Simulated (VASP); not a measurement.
A run of VASP 6.6.1 is set up as follows.

The input INCAR:

```
SYSTEM = P
ALGO = Normal ; EDIFF = 1E-6
ENCUT = 520 ; GGA = PS
ISIF = 2 ; ISMEAR = 0
LASPH = .True. ; LCHARG = .False.
LREAL = .False. ; LWAVE = .False.
NBANDS = 12 ; NELM = 100
PREC = Accurate ; SIGMA = 0.15
```

KPOINTS

```
k-points
0
Gamma
  24 24 12
  0 0 0
```

The input POSCAR:

```
P
1.0
    2.5321266498      0.0000000000      0.0048253137
    0.0000000000      2.5320105085      0.0000000000
   -0.0102982953      0.0000000000      4.4095117485
P
2
Direct
    0.0000000000      0.0000000000      0.2500000000
    1.0000000000      0.0000000000      0.7500000000
```

Potentials or basis: VASP PAW PBE potentials, release 64 (P).

The run is started by

```sh
$ cat potpaw_PBE.64/P/POTCAR > POTCAR
$ mpirun -np 1 vasp_std > vasp.out
```

Predict the band gap on the k mesh.

zero (bands 5 and 6 overlap by 9.03 eV).

What does it give for the pressure?

5.4 GPa.

Stress tensor (GPa, compression positive):
```
-8.05  0.00 -0.06
 0.00 -8.05  0.00
-0.06  0.00 32.41
```

Caveat: the cell differs from its parent crystal (strain +0.040 along x and y, -0.080 along z); the stress differs along the axes, from -8 to 32 GPa; the PAW data sets were made with another functional, which shifts forces and pressure a little.
